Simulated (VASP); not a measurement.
A run of VASP 6.6.1:

INCAR

```
SYSTEM = SrC2
PREC = Accurate
ENCUT = 520
EDIFF = 1E-6
ISMEAR = -1
SIGMA = 0.03
LREAL = .FALSE.
LASPH = .TRUE.
NELM = 60
ALGO = Normal
ISIF = 2
LWAVE = .FALSE.
LCHARG = .FALSE.
GGA = PS
NBANDS = 16
```

File KPOINTS:

```
regular mesh
0
G
  8 8 8
  0 0 0
```

The input POSCAR:

```
SrC2
1.0
   -2.0488908708      2.0488908708      3.4066710956
    2.0488908708     -2.0488908708      3.4066710956
    2.0488908708      2.0488908708     -3.4066710956
Sr C
1 2
Direct
    0.0000000000      0.0000000000      0.0000000000
    0.4079264400      0.4079264400      0.0000000000
    0.5920735600      0.5920735600      0.0000000000
```

Potentials or basis: VASP PAW PBE potentials, release 64 (Sr_sv, C).

Launch:

```console
$ cat potpaw_PBE.64/Sr_sv/POTCAR potpaw_PBE.64/C/POTCAR > POTCAR
$ mpirun -np 1 vasp_std > vasp.out
```

Hardware: 1 thread of AMD EPYC 9R45 96-Core Processor (Zen 5) (shared host).

Q: How long does it take, and how much memory?

A: It took 38 s on 1 thread of AMD EPYC 9R45 96-Core Processor (Zen 5), with other jobs on the host, peak memory 0.2 GiB. Counts: scf iterations 15, k points 59.
